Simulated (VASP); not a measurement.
Wanted: the native input for a VASP 6.6.1 run.

```
Task                    : single point
Functional              : PBE
Dispersion              : D3(BJ)
Potentials or basis     : VASP PAW PBE potentials, release 64 (Te)
Cutoff                  : 520 eV
k mesh                  : 12 × 12 × 8
Occupations             : gaussian, width 0.1 eV
Spin                    : no spin polarisation
Dipole correction       : no
k mesh for the DOS      : 18 × 18 × 12
Occupations for the DOS : tetrahedron
Further INCAR settings  : ALGO = Fast; EDIFF = 1e-06
```

Te:

```xyz
3
Lattice="4.3186 0.0000 0.0000 -2.1593 3.7400 0.0000 0.0000 0.0000 5.9657" Properties=species:S:1:pos:R:3 pbc="T T T"
Te    1.2297    0.0000    1.9886
Te   -0.6148    1.0649    3.9772
Te    1.5445    2.6751    0.0000
```

One way to write it, as run:

POSCAR

```
Te
1.0
    4.3186088774      0.0000000000      0.0000000000
   -2.1593044387      3.7400249969      0.0000000000
    0.0000000000      0.0000000000      5.9657427861
Te
3
Direct
    0.2847388753      0.0000000000      0.3333333333
    0.0000000000      0.2847388753      0.6666666667
    0.7152611247      0.7152611247      0.0000000000
```

INCAR.step1

```
SYSTEM = Te
PREC = Accurate
ENCUT = 520
EDIFF = 1E-6
ISMEAR = 0
SIGMA = 0.1
LREAL = .FALSE.
LASPH = .TRUE.
NELM = 80
ALGO = Fast
ISIF = 2
LWAVE = .FALSE.
LCHARG = .TRUE.
GGA = PE
IVDW = 12
NBANDS = 16
```

KPOINTS.step1

```
regular mesh
0
G
  12 12 8
  0 0 0
```

INCAR.step2

```
SYSTEM = Te
PREC = Accurate
ENCUT = 520
EDIFF = 1E-6
ISMEAR = -5
SIGMA = 0.1
LREAL = .FALSE.
LASPH = .TRUE.
NELM = 80
ALGO = Fast
ISIF = 2
LWAVE = .FALSE.
LCHARG = .FALSE.
GGA = PE
IVDW = 12
LORBIT = 11
NEDOS = 1001
ICHARG = 11
```

KPOINTS.step2

```
regular mesh
0
G
  18 18 12
  0 0 0
```

Potentials or basis: VASP PAW PBE potentials, release 64 (Te).

Run with:

```bash
$ cat potpaw_PBE.64/Te/POTCAR > POTCAR
$ cp INCAR.step1 INCAR
$ cp KPOINTS.step1 KPOINTS
$ mpirun -np 1 vasp_std > vasp.out
$ cp INCAR.step2 INCAR
$ cp KPOINTS.step2 KPOINTS
$ mpirun -np 1 vasp_std > vasp.out
```

It gave:

| Property | Result |
| --- | --- |
| Valence electrons inside the program's atomic spheres | Te 3.29 |
| Dispersion energy per atom | -0.456 eV |

Wall time 9.6 min on 1 thread of Oxide Virtual Turin-like Processor, on a shared host, peak memory 0.49 GiB.
